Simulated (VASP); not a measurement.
# BeTe (F-43m) in VASP: further runs, part 2 of 2

VASP 6.6.1. The steps go on from the part before.

## Step 4: Single point, B3LYP

This run uses another cell than the first one, of 20.40 Å³/atom.

POSCAR reads:

```
BeTe
1.0
    0.0000000000      2.7325629784      2.7325629784
    2.7325629784      0.0000000000      2.7325629784
    2.7325629784      2.7325629784      0.0000000000
Te Be
1 1
Direct
    0.7500000000      0.7500000000      0.7500000000
    0.0000000000      0.0000000000      0.0000000000
```

INCAR.step1 reads:

```
PREC = Accurate
ENCUT = 520
EDIFF = 1E-5
ISMEAR = -1
SIGMA = 0.05
LREAL = False
LASPH = True
NELM = 100
ALGO = Normal
ISIF = 2
LWAVE = True
LCHARG = False
NBANDS = 11
GGA = PE
```

INCAR.step2 reads:

```
PREC = Accurate
ENCUT = 520
EDIFF = 1E-6
ISMEAR = -1
SIGMA = 0.05
LREAL = False
LASPH = True
NELM = 100
ALGO = Normal
ISIF = 2
LWAVE = False
LCHARG = False
GGA = B3
LHFCALC = True
AEXX = 0.2
AGGAX = 0.72
AGGAC = 0.81
ALDAC = 0.19
PRECFOCK = Normal
NBANDS = 11
ISTART = 1
```

KPOINTS reads:

```
regular mesh
0
Gamma
  4 4 4
```

Potentials or basis: VASP PAW PBE potentials, release 64 (Te, Be).

Launch:

```console
cat potpaw_PBE.64/Te/POTCAR potpaw_PBE.64/Be/POTCAR > POTCAR
cp INCAR.step1 INCAR
mpirun -np 1 vasp_std > vasp.out
cp INCAR.step2 INCAR
mpirun -np 1 vasp_std > vasp.out
```

OUTCAR:

```text
PREC = Accurate
   ENCUT = 520
   EDIFF = 1E-6
   ISMEAR = -1
   LREAL = False
   LASPH = True
   NELM = 100
   ISIF = 2
   GGA = B3
   LHFCALC = True
   AEXX = 0.2
   PRECFOCK = Normal
   ISTART = 1

 ion  position               nearest neighbor table
   1  0.750  0.750  0.750-   2 2.37   2 2.37   2 2.37   2 2.37
   2  0.000  0.000  0.000-   1 2.37   1 2.37   1 2.37   1 2.37

  LATTYP: Found a face centered cubic cell.
 ALAT       =     5.4651259568

  Lattice vectors:

 A1 = (   0.0000000000,   2.7325629784,   2.7325629784)
 A2 = (   2.7325629784,   0.0000000000,   2.7325629784)
 A3 = (   2.7325629784,   2.7325629784,   0.0000000000)

Analysis of symmetry for initial positions (statically):
=====================================================================
 Subroutine PRICEL returns:
 Original cell was already a primitive cell.

 Routine SETGRP: Setting up the symmetry group for a
 face centered cubic supercell.

 Subroutine GETGRP returns: Found 24 space group operations
 (whereof 24 operations were pure point group operations)
 out of a pool of 48 trial point group operations.

The static configuration has the point symmetry T_d .

Analysis of symmetry for dynamics (positions and initial velocities):
=====================================================================
 Subroutine PRICEL returns:
 Original cell was already a primitive cell.

 Routine SETGRP: Setting up the symmetry group for a
 face centered cubic supercell.

 Subroutine GETGRP returns: Found 24 space group operations
 (whereof 24 operations were pure point group operations)
 out of a pool of 48 trial point group operations.

The dynamic configuration has the point symmetry T_d .

 Subroutine INISYM returns: Found 24 space group operations
 (whereof 24 operations are pure point group operations),
 and found     1 'primitive' translations

----------------------------------------------------------------------------------------

                                     Primitive cell

  volume of cell :      40.8076

  direct lattice vectors                    reciprocal lattice vectors
     0.000000000  2.732562978  2.732562978    -0.182978399  0.182978399  0.182978399
     2.732562978  0.000000000  2.732562978     0.182978399 -0.182978399  0.182978399
     2.732562978  2.732562978  0.000000000     0.182978399  0.182978399 -0.182978399

  length of vectors
     3.864427624  3.864427624  3.864427624     0.316927884  0.316927884  0.316927884

  position of ions in fractional coordinates (direct lattice)
     0.750000000  0.750000000  0.750000000
     0.000000000  0.000000000  0.000000000

  ion indices of the primitive-cell ions
   primitive index   ion index
                 1           1
                 2           2

----------------------------------------------------------------------------------------

 KPOINTS: regular mesh

Automatic generation of k-mesh.
 Grid dimensions read from file:
 generate k-points for:    4    4    4

 Generating k-lattice:

[... 28 lines left out ...]
   total plane-waves  NPLWV =  27000
   dimension x,y,z NGX =    30 NGY =   30 NGZ =   30
   dimension x,y,z NGXF=    60 NGYF=   60 NGZF=   60
   ions per type =               1   1
   NGX,Y,Z   is equivalent  to a cutoff of  12.91, 12.91, 12.91 a.u.
   NGXF,Y,Z  is equivalent  to a cutoff of  25.81, 25.81, 25.81 a.u.
 SYSTEM =  unknown system
   PREC   = accura    normal or accurate (medium, high low for compatibility)
   ISTART =      1    job   : 0-new  1-cont  2-samecut
   ICHARG =      0    charge: 1-file 2-atom 10-const
   ISPIN  =      1    spin polarized calculation?
   LNONCOLLINEAR =      F non collinear calculations
   LSORBIT =      F    spin-orbit coupling
   LASPH  =      T    aspherical Exc in radial PAW
   ENCUT  =  520.0 eV  38.22 Ry    6.18 a.u.   7.19  7.19  7.19*2*pi/ulx,y,z
   NELM   =    100;   NELMIN=  2; NELMDL=  0     # of ELM steps
   EDIFF  = 0.1E-05   stopping-criterion for ELM
   LREAL  =      F    real-space projection
   EDIFFG = 0.1E-04   stopping-criterion for IOM
   NSW    =      0    number of steps for IOM
   IBRION =     -1    ionic relax: 0-MD 1-quasi-New 2-CG
   NFREE  =      0    steps in history (QN), initial steepest desc. (CG)
   ISIF   =      2    stress and relaxation
   ISYM   =      3    0-nonsym 1-usesym 2-fastsym
   POTIM  = 0.5000    time-step for ionic-motion
   TEBEG  =    0.0;   TEEND  =   0.0 temperature during run
   PSTRESS=    0.0 pullay stress
   NELECT =       8.0000    total number of electrons
   NUPDOWN=      -1.0000    fix difference up-down
   EMIN   =  10.00;   EMAX   =-10.00  energy-range for DOS
   EFERMI =   0.00;   METHOD = LEGACY
   ISMEAR =    -1;   SIGMA  =   0.05  broadening in eV -4-tet -1-fermi 0-gaus
   EFERMI_NEDOS =   21; number of points for ismear=-14 and -15
   IALGO  =     38    algorithm
   IMIX   =      1    mixing-type and parameters
     AMIX     =   0.40;   BMIX     =  1.00
     AMIX_MAG =   1.60;   BMIX_MAG =  1.00
  volume/ion in A,a.u.               =      20.40       137.69
  Fermi-wavevector in a.u.,A,eV,Ry     =   0.951024  1.797174 12.305735  0.904446
  Thomas-Fermi vector in A             =   2.079455
   LORBIT       =      0    0 simple, 1 ext, 2 COOP (PROOUT), +10 PAW based schemes
   GGA     = B3    functional components
   LHFCALC =     T    Hartree Fock is set to
   PRECFOCK=normal    Normal, Fast or Accurate (Low or Medium for compatibility)
   ENCUT4O =  -1.0   cutoff for four orbital integrals eV
   NKREDX  =     1    reduce k-point grid by
   NKREDY  =     1    reduce k-point grid by
   NKREDZ  =     1    reduce k-point grid by
   AEXX    =    0.2000 exact exchange contribution
   HFSCREEN=    0.0000 screening length (either q_TF or 0.3 A-1)
   HFSCREENC=   0.0000 screening length for correlation (either q_TF or 0.3 A-1)
   ENCUTFOCK=  -1.0 apply spherical cutoff to Coloumb kernel
   IVDW    =     0    specifies the selected vdW correction
   LEPSILON=     F    determine dielectric tensor
   LRPA    =     F    only Hartree local field effects (RPA)
 non-spin polarized calculation
  energy-cutoff  :      520.00
  volume of cell :       40.81
 maximum number of plane-waves:      1124
 NGX is ok and might be reduce to    30
  NGX = 24; NGY = 24; NGZ = 24

 number of electron       8.0000000 magnetization

 Free energy of the ion-electron system (eV)
  ---------------------------------------------------
  ext. energy  EPLUGINS =         0.00000000
  ---------------------------------------------------
  free energy    TOTEN  =        -7.95432640 eV

  energy without entropy =       -7.95432640  energy(sigma->0) =       -7.95432640

 E-fermi :   6.7809     XC(G=0):  -7.4200

 val. band max:        5.6873773343   @ k =   0.0000   0.0000   0.0000
 cond. band min:       8.8201209160   @ k =   0.5000   0.5000   0.0000
 fundamental gap:      3.1327435817
 Fermi energy:         6.7808668376

 k-point     1 :       0.0000    0.0000    0.0000
  band No.  band energies     occupation
      1      -8.1761      2.00000
      2       5.6874      2.00000
      3       5.6874      2.00000
      4       5.6874      2.00000
      5      10.6181      0.00000
      6      10.6181      0.00000
      7      10.6181      0.00000
      8      11.6390      0.00000
      9      15.8403      0.00000
     10      17.7662      0.00000
     11      17.7662      0.00000
[... 85 lines left out ...]
 k-point     8 :      -0.2500    0.5000    0.2500
  band No.  band energies     occupation
      1      -5.7913      2.00000
      2       0.3275      2.00000
      3       1.2808      2.00000
      4       1.8788      2.00000
      5      12.4992      0.00000
      6      12.6545      0.00000
      7      13.0006      0.00000
      8      13.7763      0.00000
      9      18.7444      0.00000
     10      19.9926      0.00000
     11      20.6836      0.00000

------------------------ aborting loop because EDIFF is reached ----------------------------------------

  FORCE on cell =-STRESS in cart. coord.  units (eV):
  Direction    XX          YY          ZZ          XY          YZ          ZX
  --------------------------------------------------------------------------------------
  -------------------------------------------------------------------------------------
  Total        2.4777417      2.4777417      2.4777417      0.0000000      0.0000000      0.0000000
  in kB       97.2805630     97.2805630     97.2805630      0.0000000      0.0000000      0.0000000
  external PRESSURE =      97.2805630 kB  Pullay stress =       0.0000000 kB

 VOLUME and BASIS-vectors are now :
 -----------------------------------------------------------------------------
  energy-cutoff  :      520.00
  volume of cell :       40.81
      direct lattice vectors                 reciprocal lattice vectors
     0.000000000  2.732562978  2.732562978    -0.182978399  0.182978399  0.182978399
     2.732562978  0.000000000  2.732562978     0.182978399 -0.182978399  0.182978399
     2.732562978  2.732562978  0.000000000     0.182978399  0.182978399 -0.182978399

 POSITION                                       TOTAL-FORCE (eV/Angst)
 -----------------------------------------------------------------------------------
      4.09884      4.09884      4.09884         0.000000      0.000000      0.000000
      0.00000      0.00000      0.00000        -0.000000     -0.000000     -0.000000
 -----------------------------------------------------------------------------------
    total drift:                               -0.000001      0.000000     -0.000000

  FREE ENERGIE OF THE ION-ELECTRON SYSTEM (eV)
  ---------------------------------------------------
  free  energy   TOTEN  =        -7.9543264025 eV

  energy  without entropy=       -7.9543264025  energy(sigma->0) =       -7.95432640
```

Run time: 4.7 min. Hardware: 1 thread of AMD EPYC 7R13, shared host; peak memory 0.16 GiB.

Results:

| Quantity | Value |
| --- | --- |
| Free energy | -7.9543 eV |
| Pressure | 9.7 GPa |
| Band gap on the k mesh | 3.13 eV (least direct gap 4.93 eV) |

Levels at points of the mesh, in eV from the valence-band top:
```
           k point  band 1  band 2  band 3  band 4  band 5  band 6  band 7  band 8
(0.00, 0.00, 0.00)  -13.86    0.00    0.00    0.00    4.93    4.93    4.93    5.95
(0.50, 0.00, 0.00)  -12.16   -6.55   -1.36   -1.36    4.71    6.01    6.01    9.49
(0.50, 0.50, 0.00)  -11.53   -6.02   -3.17   -3.17    3.13    3.90   12.06   12.06
```

Caveat: the k points lie up to 0.50 Å⁻¹ apart; the PAW data sets were made with another functional, which shifts forces and pressure a little; spin-orbit coupling is left out, which moves the levels of the heavy elements.

## Step 5: Single point, B3LYP

This run uses another cell than the first one, of 20.83 Å³/atom.

POSCAR reads:

```
BeTe
1.0
    0.0000000000      2.7514088358      2.7514088358
    2.7514088358      0.0000000000      2.7514088358
    2.7514088358      2.7514088358      0.0000000000
Te Be
1 1
Direct
    0.7500000000      0.7500000000      0.7500000000
    0.0000000000      0.0000000000      0.0000000000
```

INCAR.step1 reads:

```
SYSTEM = BeTe
  PREC = Accurate
  ENCUT = 520
  EDIFF = 1E-5
  ISMEAR = -1
  SIGMA = 0.05
  LREAL = .False.
  LASPH = .True.
  NELM = 60
  ALGO = Normal
  ISIF = 2
  LWAVE = .True.
  LCHARG = .False.
  GGA = PE
  NBANDS = 11
```

INCAR.step2 reads:

```
SYSTEM = BeTe
  PREC = Accurate
  ENCUT = 520
  EDIFF = 1E-6
  ISMEAR = -1
  SIGMA = 0.05
  LREAL = .False.
  LASPH = .True.
  NELM = 60
  ALGO = Normal
  ISIF = 2
  LWAVE = .False.
  LCHARG = .False.
  GGA = B3
  LHFCALC = .True.
  AEXX = 0.2
  AGGAX = 0.72
  AGGAC = 0.81
  ALDAC = 0.19
  PRECFOCK = Normal
  ISTART = 1
  NBANDS = 11
```

KPOINTS reads:

```
Automatic mesh
0
Gamma
  4 4 4
  0 0 0
```

Launch:

```console
cat potpaw_PBE.64/Te/POTCAR potpaw_PBE.64/Be/POTCAR > POTCAR
cp INCAR.step1 INCAR
mpirun -np 1 vasp_std > vasp.out
cp INCAR.step2 INCAR
mpirun -np 1 vasp_std > vasp.out
```

Run time: 4.4 min. Hardware: 1 thread of AMD EPYC 7R13, shared host; peak memory 0.15 GiB.

Results (log left out):

| Quantity | Value |
| --- | --- |
| Free energy | -8.0009 eV |
| Pressure | 7.9 GPa |
| Band gap on the k mesh | 3.19 eV (least direct gap 4.95 eV) |

Levels at points of the mesh, in eV from the valence-band top:
```tsv
k point	band 1	band 2	band 3	band 4	band 5	band 6	band 7	band 8	band 9
(0.00, 0.00, 0.00)	-13.70	0.00	0.00	0.00	4.95	4.95	4.95	5.78	10.11
(0.50, 0.00, 0.00)	-12.06	-6.40	-1.32	-1.32	4.65	6.02	6.02	9.50	12.96
(0.50, 0.50, 0.00)	-11.45	-5.89	-3.08	-3.08	3.19	3.93	11.92	11.92	13.67
```

Caveat: the k points lie up to 0.49 Å⁻¹ apart; the PAW data sets were made with another functional, which shifts forces and pressure a little; spin-orbit coupling is left out, which moves the levels of the heavy elements. A k mesh can miss the band edges.

## Step 6: Summary

```csv
level,cell,k mesh,share of exact exchange,screening parameter,gap on the mesh (eV),pressure (GPa)
HSE06,"a = 3.917 Å, angles 60.0°, 2 atoms",6 × 6 × 6,0.25,0.2079 1/Å,2.50,3.1
B3LYP,"a = 3.837 Å, angles 60.0°, 2 atoms",4 × 4 × 4,0.2,-,3.08,11.7
B3LYP,"a = 3.864 Å, angles 60.0°, 2 atoms",4 × 4 × 4,0.2,-,3.13,9.7
B3LYP,"a = 3.891 Å, angles 60.0°, 2 atoms",4 × 4 × 4,0.2,-,3.19,7.9
```

Alike in all rows: task single point; potentials or basis VASP PAW PBE potentials, release 64 (Te, Be); no spin polarisation; cutoff (eV) 520; smearing fermi-dirac 0.05 eV.

Caveats: some runs use coarse meshes; the PAW data sets were made with another functional, which shifts forces and pressure a little; spin-orbit coupling is left out, which moves the levels of the heavy elements; the cell stands under pressure (at least some runs).

Total energies depend on the potentials used, so only differences within one code and one set of settings carry meaning.
